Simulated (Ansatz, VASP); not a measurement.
## SnGe7 in VASP and in Ansatz

```xyz
16
Lattice="-0.0033 5.7898 5.8016 5.7898 -0.0033 5.8016 5.7865 5.7865 0.0000" Properties=species:S:1:pos:R:3 pbc="T T T"
Ge    0.0000    0.0000    0.0092
Ge    2.8932    2.8932    0.0092
Ge    2.8436    0.0496    2.9508
Ge    5.7369    2.9429    2.9508
Ge    0.0496    2.8436    2.9508
Ge    2.9429    5.7369    2.9508
Ge    2.8932    2.8932    5.6875
Ge    5.7865    5.7865    5.6875
Ge    1.4466    1.4466    1.4597
Ge    4.3399    4.3399    1.4597
Ge    4.3412    1.4453    4.3500
Ge    7.2345    4.3385    4.3500
Ge    1.4453    4.3412    4.3500
Ge    4.3385    7.2345    4.3500
Sn    4.3399    4.3399    7.2498
Sn    7.2331    7.2331    7.2498
```

Alike in both runs: task relaxation of cell and atoms; functional PBEsol; k mesh 6 × 6 × 6; occupations gaussian, width 0.01 eV; no spin polarisation.

```csv
,VASP,Ansatz
version,VASP 6.6.1,Ansatz 0.2.0
potentials or method,"VASP PAW PBE potentials, release 64 (Ge_d, Sn_d), cutoff 600 eV","scalar-relativistic, plane waves, PAW"
valence electrons in the cell,224,224
```

VASP gave:

```
relaxed volume (Å³/atom)                                     : 24.29
relaxed cell length with the largest relative difference (Å) : 8.180
```

Problem. What did Ansatz give for the same quantities?

Solution. Relaxed volume (Å³/atom): 24.30; relaxed cell length with the largest relative difference (Å): 8.175.

VASP's potentials were made for PBE, not for PBEsol.
